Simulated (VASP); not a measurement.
Write the native input for VASP 6.6.1 that does the following.

```
Task                   : relaxation of cell and atoms
Functional             : PBEsol
Potentials or basis    : VASP PAW PBE potentials, release 64 (Mg)
Cutoff                 : 600 eV
k mesh                 : 27 × 27 × 14
Occupations            : gaussian, width 0.1 eV
Spin                   : no spin polarisation
Target pressure        : 100 GPa
Dipole correction      : no
Further INCAR settings : ALGO = Fast; EDIFF = 1e-07; IBRION = 2; EDIFFG = -0.004; NSW = 70; ISIF = 3
```

The structure of Mg lies in POSCAR:

```
Mg
1.0
    2.5145314147      0.0000000000      0.0000000000
   -1.2572657073      2.1776480838      0.0000000000
    0.0000000000      0.0000000000      4.0899036368
Mg
2
Direct
    0.3333333333      0.6666666667      0.2500000000
    0.6666666667      0.3333333333      0.7500000000
```

The input as run:

INCAR

```
SYSTEM = Mg
PREC     = Accurate       ! precision mode
ENCUT    = 600            ! plane-wave cutoff, eV
EDIFF    = 1E-7           ! SCF threshold, eV
ISMEAR   = 0              ! smearing method
SIGMA    = 0.1            ! smearing width, eV
LREAL    = .FALSE.        ! projectors in reciprocal space
LASPH    = .TRUE.         ! aspherical terms in the spheres
NELM     = 100            ! most SCF steps
ALGO     = Fast           ! electronic algorithm
ISIF     = 3              ! what is computed and relaxed
LWAVE    = .FALSE.        ! write WAVECAR
LCHARG   = .FALSE.        ! write CHGCAR
GGA      = PS             ! functional
IBRION   = 2              ! ionic algorithm
NSW      = 70             ! ionic steps
EDIFFG   = -0.004         ! ionic threshold
PSTRESS  = 1000.0
```

KPOINTS

```
Automatic mesh
0
G
  27 27 14
  0 0 0
```

Potentials or basis: VASP PAW PBE potentials, release 64 (Mg).

Command:

```bash
$ cat potpaw_PBE.64/Mg/POTCAR > POTCAR
$ mpirun -np 1 vasp_std > vasp.out
```

It gave:

- Relaxed volume: 11.29 Å³/atom
- Relaxed cell: a = 2.521 Å, b = 2.521 Å, c = 4.101 Å, α = 90.00°, β = 90.00°, γ = 120.00°
- Space group after relaxing (to 0.1 Å): P6_3/mmc (No. 194)
- Energy change on relaxing (the run minimises the enthalpy): -58.6 meV/atom
- Ionic steps: 3
- Pressure after relaxing: 100.0 GPa
- Band gap on the k mesh: zero (bands 2 and 3 overlap by 2.51 eV)

Caveat: the cell is relaxed towards a set pressure, so the run minimises the enthalpy, not the energy; the PAW data sets were made with another functional, which shifts forces and pressure a little.

Wall time 3.1 min on 1 thread of Intel(R) Xeon(R) Platinum 8375C CPU @ 2.90GHz (Ice Lake), with other jobs on the host, peak memory 0.24 GiB.
